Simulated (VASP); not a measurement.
Input of a VASP 6.6.1 run:

File INCAR:

```
PREC = Accurate
ENCUT = 520
EDIFF = 1E-6
ISMEAR = -1
SIGMA = 0.02
LREAL = Auto
LASPH = True
NELM = 60
ALGO = Normal
ISIF = 2
LWAVE = False
LCHARG = False
GGA = PS
NBANDS = 94
```

Contents of KPOINTS:

```
Automatic mesh
0
Gamma
  2 2 2
  0.5 0.5 0.5
```

File POSCAR:

```
SnSe
1.0
    2.1244570000      5.7695510000     -4.2568000000
    2.1244570000      5.7695510000      4.2568000000
    8.4978270000      0.0000000000      0.0000000000
Sn Se
8 8
Direct
    0.4909221838      0.7553092821      0.4373940348
    0.9909870512      0.2448340725      0.4463476561
    0.4971116858      0.7409664593      0.9370052154
    0.9909479890      0.2489244032      0.9384155994
    0.0075535208      0.7582204537      0.0562665161
    0.5027609738      0.2540854429      0.0601303524
    0.0101749565      0.7486336579      0.5627906672
    0.5032531321      0.2612600857      0.5591633653
    0.7265651481      0.9840111169      0.3218477241
    0.2234925981      0.4799380501      0.3199895497
    0.7257923069      0.9853760318      0.8221585877
    0.2357993597      0.4833590289      0.8238251882
    0.7641946303      0.5217550043      0.1851820821
    0.2686820795      0.0236437878      0.1801620891
    0.7718692013      0.5196198591      0.6744319489
    0.2759808241      0.0181486497      0.6723037054
```

Potentials or basis: VASP PAW PBE potentials, release 64 (Sn_d, Se).

The run is started by

```bash
$ cat potpaw_PBE.64/Sn_d/POTCAR potpaw_PBE.64/Se/POTCAR > POTCAR
$ mpirun -np 1 vasp_std > vasp.out
```

(1) Predict the band gap on the k mesh.

(2) What does it give for the pressure?

(3) What does it give for the largest force?

Results:

(1) 0.69 eV.

(2) -1.1 GPa.

(3) 0.349 eV/Å.

Caveat: the atoms stand as in a frame of molecular dynamics; semilocal functionals underestimate gaps, and a narrow one can read as zero; the PAW data sets were made with another functional, which shifts forces and pressure a little; spin-orbit coupling is left out, which moves the levels of the heavy elements; a shifted mesh leaves out Γ, where band edges can lie.
